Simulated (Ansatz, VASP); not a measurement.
Hf3O2: VASP beside Ansatz

The input INCAR:

```
SYSTEM = Hf3O2
PREC = Accurate
ENCUT = 600
EDIFF = 1E-7
ISMEAR = 0
SIGMA = 0.1
LREAL = .FALSE.
LASPH = .TRUE.
NELM = 60
ALGO = Normal
ISIF = 3
LWAVE = .FALSE.
LCHARG = .FALSE.
GGA = PE
IBRION = 2
NSW = 90
EDIFFG = -0.04
```

KPOINTS

```
Automatic mesh
0
G
  6 6 6
  0 0 0
```

POSCAR

```
Hf3O2
1.0
    1.6703478344      0.9643757718      7.7429095060
   -1.6703478344      0.9643757718      7.7429095060
    0.0000000000     -1.9287515437      7.7429095060
Hf O
3 2
Direct
    0.0000000000      0.0000000000      0.0000000000
    0.2095000000      0.2095000000      0.2095000000
    0.7905000000      0.7905000000      0.7905000000
    0.4000000000      0.4000000000      0.4000000000
    0.6000000000      0.6000000000      0.6000000000
```

Input for Ansatz:

```yaml
crystal:
  lattice:
    - [1.6703478344, 0.9643757718, 7.742909506]
    - [-1.6703478344, 0.9643757718, 7.742909506]
    - [0.0, -1.9287515437, 7.742909506]
  atoms:
    - { symbol: Hf, position: [0.0, 0.0, 0.0] }
    - { symbol: Hf, position: [0.2095, 0.2095, 0.2095] }
    - { symbol: Hf, position: [0.7905, 0.7905, 0.7905] }
    - { symbol: O, position: [0.4, 0.4, 0.4] }
    - { symbol: O, position: [0.6, 0.6, 0.6] }
basis:
  ecutwfc: 420
kpoints:
  mp_grid: { grid: [6, 6, 6] }
hamiltonian:
  xc: pbe
scf:
  occupations: { method: gaussian, width: 0.1 }
  lower_state_search: "off"
output:
  forces: true
  stress: true
  eigenvalues: true
relax:
  adjacent_minimum: "off"
  f_tol: 0.04
  max_steps: 70
  cell: { stress_tol: 0.4 }
```

Alike in both runs: task relaxation of cell and atoms; functional PBE; k mesh 6 × 6 × 6; occupations gaussian, width 0.1 eV; no spin polarisation.

|  | VASP | Ansatz |
| --- | --- | --- |
| version | VASP 6.6.1 | Ansatz 0.2.0 |
| potentials or method | VASP PAW PBE potentials, release 64 (Hf_pv, O), cutoff 600 eV | scalar-relativistic, plane waves, PAW |
| valence electrons in the cell | 42 | 90 |

|  | VASP | Ansatz | Ansatz less VASP |
| --- | --- | --- | --- |
| gap on the k mesh at the Fermi level, each at its own relaxed structure (eV) | none | none | - |
| relaxed volume (Å³/atom) | 14.03 | 14.20 | +0.167 |
| relaxed cell length with the largest relative difference (Å) | 8.449 | 8.477 | +0.0278 |

A gap of «none» marks a metal or a gap that the smearing closes. VASP's potentials hold 42 valence electrons a cell and Ansatz's 90, so a difference there can come from the potentials and not from the codes.

The k mesh is coarse, so the values compare programs but aren't converged. Spin-orbit coupling is off throughout.
